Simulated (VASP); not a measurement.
# Ge (Fd-3m) in VASP: single point with r2SCAN

Aim: the single point of Ge with r2SCAN.

Program: VASP 6.6.1. These are calculated values, not measurements. Logs are shortened: lines on timing, memory, paths and dates and some standing lists are left out, and cuts for length are marked.

## Step 1: The cell of the first run

Symmetry: Fd-3m, No. 227, cubic system. Conventional cell: a = 5.675 Å, b = 5.675 Å, c = 5.675 Å, α = 90.00°, β = 90.00°, γ = 90.00°. Within 3.2 Å of Ge (site symmetry -43m) lie 4 Ge at 2.46 Å.

## Step 2: Single point, r2SCAN

The input, POSCAR:

```
Ge
1.0
    5.6747519145      0.0000000000      0.0000000000
    0.0000000000      5.6747519145      0.0000000000
    0.0000000000      0.0000000000      5.6747519145
Ge
8
Direct
    0.0000000000      0.0000000000      0.0000000000
    0.0000000000      0.5000000000      0.5000000000
    0.5000000000      0.0000000000      0.5000000000
    0.5000000000      0.5000000000      0.0000000000
    0.2500000000      0.2500000000      0.2500000000
    0.2500000000      0.7500000000      0.7500000000
    0.7500000000      0.2500000000      0.7500000000
    0.7500000000      0.7500000000      0.2500000000
```

The input, INCAR.step1:

```
PREC = Accurate ; ENCUT = 520
ISMEAR = 0 ; SIGMA = 0.05
LREAL = False ; LASPH = True
NELM = 80 ; NBANDS = 66
GGA = PE ; ALGO = Normal
EDIFF = 1E-4 ; LWAVE = True
LCHARG = False
```

The input, INCAR.step2:

```
PREC = Accurate ; ENCUT = 520
EDIFF = 1E-6 ; ISMEAR = 0
SIGMA = 0.05 ; LREAL = False
LASPH = True ; NELM = 80
ALGO = Normal ; ISIF = 2
LWAVE = False ; LCHARG = True
METAGGA = R2SCAN ; LMIXTAU = True
LELF = True ; LVHAR = True
NBANDS = 66 ; ISTART = 1
```

The input, KPOINTS:

```
regular mesh
0
Gamma
  6 6 6
```

Potentials or basis: VASP PAW PBE potentials, release 64 (Ge_d).

Command:

```
> cat potpaw_PBE.64/Ge_d/POTCAR > POTCAR
> cp INCAR.step1 INCAR
> mpirun -np 1 vasp_std > vasp.out
> cp INCAR.step2 INCAR
> mpirun -np 1 vasp_std > vasp.out
```

OUTCAR:

```text
PREC = Accurate
   ENCUT = 520
   EDIFF = 1E-6
   ISMEAR = 0
   LREAL = False
   LASPH = True
   NELM = 80
   ISIF = 2
   METAGGA = R2SCAN
   ISTART = 1

 ion  position               nearest neighbor table
   1  0.000  0.000  0.000-   5 2.46   6 2.46   7 2.46   8 2.46
   2  0.000  0.500  0.500-   5 2.46   6 2.46   7 2.46   8 2.46
   3  0.500  0.000  0.500-   5 2.46   6 2.46   7 2.46   8 2.46
   4  0.500  0.500  0.000-   5 2.46   6 2.46   7 2.46   8 2.46
   5  0.250  0.250  0.250-   1 2.46   2 2.46   3 2.46   4 2.46
   6  0.250  0.750  0.750-   1 2.46   2 2.46   3 2.46   4 2.46
   7  0.750  0.250  0.750-   1 2.46   2 2.46   3 2.46   4 2.46
   8  0.750  0.750  0.250-   1 2.46   2 2.46   3 2.46   4 2.46

  LATTYP: Found a simple cubic cell.
 ALAT       =     5.6747519145

  Lattice vectors:

 A1 = (   5.6747519145,   0.0000000000,   0.0000000000)
 A2 = (   0.0000000000,   5.6747519145,   0.0000000000)
 A3 = (   0.0000000000,   0.0000000000,   5.6747519145)

Analysis of symmetry for initial positions (statically):
=====================================================================
 Subroutine PRICEL returns following result:

  LATTYP: Found a face centered cubic cell.
 ALAT       =     5.6747519145

  Lattice vectors:

 A1 = (   2.8373759572,  -2.8373759572,   0.0000000000)
 A2 = (   2.8373759572,   0.0000000000,   2.8373759572)
 A3 = (   0.0000000000,  -2.8373759572,   2.8373759573)

   4 primitive cells build up your supercell.

 Routine SETGRP: Setting up the symmetry group for a
 simple cubic supercell.

 Subroutine GETGRP returns: Found 48 space group operations
 (whereof 24 operations were pure point group operations)
 out of a pool of 48 trial point group operations.

The static configuration has the point symmetry T_d .
 The point group associated with its full space group is O_h .

Analysis of symmetry for dynamics (positions and initial velocities):
=====================================================================
 Subroutine PRICEL returns following result:

  LATTYP: Found a face centered cubic cell.
 ALAT       =     5.6747519145

  Lattice vectors:

 A1 = (   2.8373759572,  -2.8373759572,   0.0000000000)
[... 107 lines left out ...]
   NELM   =     80;   NELMIN=  2; NELMDL=  0     # of ELM steps
   EDIFF  = 0.1E-05   stopping-criterion for ELM
   LREAL  =      F    real-space projection
   EDIFFG = 0.1E-04   stopping-criterion for IOM
   NSW    =      0    number of steps for IOM
   IBRION =     -1    ionic relax: 0-MD 1-quasi-New 2-CG
   NFREE  =      0    steps in history (QN), initial steepest desc. (CG)
   ISIF   =      2    stress and relaxation
   ISYM   =      2    0-nonsym 1-usesym 2-fastsym
   POTIM  = 0.5000    time-step for ionic-motion
   TEBEG  =    0.0;   TEEND  =   0.0 temperature during run
   PSTRESS=    0.0 pullay stress
   NELECT =     112.0000    total number of electrons
   NUPDOWN=      -1.0000    fix difference up-down
   EMIN   =  10.00;   EMAX   =-10.00  energy-range for DOS
   EFERMI =   0.00;   METHOD = LEGACY
   ISMEAR =     0;   SIGMA  =   0.05  broadening in eV -4-tet -1-fermi 0-gaus
   EFERMI_NEDOS =   21; number of points for ismear=-14 and -15
   IALGO  =     38    algorithm
   IMIX   =      4    mixing-type and parameters
     AMIX     =   0.40;   BMIX     =  1.00
     AMIX_MAG =   1.60;   BMIX_MAG =  1.00
  volume/ion in A,a.u.               =      22.84       154.15
  Fermi-wavevector in a.u.,A,eV,Ry     =   1.390595  2.627843 26.310322  1.933754
  Thomas-Fermi vector in A             =   2.514515
   LORBIT       =      0    0 simple, 1 ext, 2 COOP (PROOUT), +10 PAW based schemes
   METAGGA = R2SCAN    functional components
   LHFCALC =     F    Hartree Fock is set to
   AEXX    =    0.0000 exact exchange contribution
   IVDW    =     0    specifies the selected vdW correction
   LEPSILON=     F    determine dielectric tensor
   LRPA    =     F    only Hartree local field effects (RPA)
 non-spin polarized calculation
 Gauss-broadening in eV      SIGMA  =   0.05
  energy-cutoff  :      520.00
  volume of cell :      182.74
 maximum number of plane-waves:      4950
   NGX = 21   NGY = 21   NGZ = 21

 number of electron     111.9999703 magnetization

 Free energy of the ion-electron system (eV)
  ---------------------------------------------------
  ext. energy  EPLUGINS =         0.00000000
  ---------------------------------------------------
  free energy    TOTEN  =      -110.97797181 eV

  energy without entropy =     -110.97797179  energy(sigma->0) =     -110.97797180

 E-fermi :   4.8759     XC(G=0): -10.7729

 val. band max:        4.7127923864   @ k =   0.0000   0.0000   0.0000
 cond. band min:       5.0307767249   @ k =   0.0000   0.0000   0.0000
 fundamental gap:      0.3179843385
 Fermi energy:         4.8759205912

 k-point     1 :       0.0000    0.0000    0.0000
  band No.  band energies     occupation
      1     -20.8036      2.00000
      2     -20.8036      2.00000
      3     -20.8036      2.00000
      4     -20.8036      2.00000
      5     -20.8036      2.00000
      6     -20.8036      2.00000
[... 1369 lines left out ...]
     65       8.7066      0.00000
     66       8.7066      0.00000

------------------------ aborting loop because EDIFF is reached ----------------------------------------

  FORCE on cell =-STRESS in cart. coord.  units (eV):
  Direction    XX          YY          ZZ          XY          YZ          ZX
  --------------------------------------------------------------------------------------
  -------------------------------------------------------------------------------------
  Total        0.0648704      0.0648704      0.0648704      0.0000000      0.0000000     -0.0000000
  in kB        0.5687435      0.5687435      0.5687435      0.0000000      0.0000000     -0.0000000
  external PRESSURE =       0.5687435 kB  Pullay stress =       0.0000000 kB

 VOLUME and BASIS-vectors are now :
 -----------------------------------------------------------------------------
  energy-cutoff  :      520.00
  volume of cell :      182.74
      direct lattice vectors                 reciprocal lattice vectors
     5.674751914  0.000000000  0.000000000     0.176219157  0.000000000  0.000000000
     0.000000000  5.674751914  0.000000000     0.000000000  0.176219157  0.000000000
     0.000000000  0.000000000  5.674751914     0.000000000  0.000000000  0.176219157

 POSITION                                       TOTAL-FORCE (eV/Angst)
 -----------------------------------------------------------------------------------
      0.00000      0.00000      0.00000         0.000000      0.000000     -0.000000
      0.00000      2.83738      2.83738         0.000000      0.000000     -0.000000
      2.83738      0.00000      2.83738         0.000000     -0.000000     -0.000000
      2.83738      2.83738      0.00000         0.000000      0.000000      0.000000
      1.41869      1.41869      1.41869        -0.000000      0.000000      0.000000
      1.41869      4.25606      4.25606        -0.000000     -0.000000     -0.000000
      4.25606      1.41869      4.25606        -0.000000      0.000000      0.000000
      4.25606      4.25606      1.41869         0.000000      0.000000     -0.000000
 -----------------------------------------------------------------------------------
    total drift:                                0.000000      0.000000     -0.000000

  FREE ENERGIE OF THE ION-ELECTRON SYSTEM (eV)
  ---------------------------------------------------
  free  energy   TOTEN  =      -110.9779718105 eV

  energy  without entropy=     -110.9779717922  energy(sigma->0) =     -110.97797180
```

OSZICAR.step1:

```text
N       E                     dE             d eps       ncg     rms          rms(c)
DAV:   1     0.141730317858E+04    0.14173E+04   -0.51024E+04  3078   0.470E+03
DAV:   2     0.250214180500E+03   -0.11671E+04   -0.11327E+04  2640   0.114E+03
DAV:   3    -0.100223643867E+02   -0.26024E+03   -0.24885E+03  2762   0.273E+02
DAV:   4    -0.354591884966E+02   -0.25437E+02   -0.24809E+02  3046   0.913E+01
DAV:   5    -0.363787335447E+02   -0.91955E+00   -0.91358E+00  2912   0.192E+01    0.644E+00
DAV:   6    -0.361775008256E+02    0.20123E+00   -0.35888E-01  3136   0.321E+00    0.373E+00
DAV:   7    -0.360591691295E+02    0.11833E+00   -0.20435E-01  2980   0.223E+00    0.271E-01
DAV:   8    -0.360656729983E+02   -0.65039E-02   -0.20494E-02  2944   0.857E-01    0.161E-01
DAV:   9    -0.360677775542E+02   -0.21046E-02   -0.23543E-03  2056   0.153E-01    0.216E-02
DAV:  10    -0.360678056813E+02   -0.28127E-04   -0.86487E-05  1842   0.834E-02
   1 F= -.36067806E+02 E0= -.36067617E+02  d E =-.377606E-03
```

Wall time 8.3 min (1 thread of Intel Xeon 6975P-C (Granite Rapids), shared host); peak memory 0.37 GiB.

What came out:

```yaml
Free_energy: -110.9780 eV
Pressure: 0.1 GPa
Band_gap_on_the_k_mesh: 0.32 eV
```

Caveat: the PAW data sets were made with another functional, which shifts forces and pressure a little. A k mesh can miss the band edges.
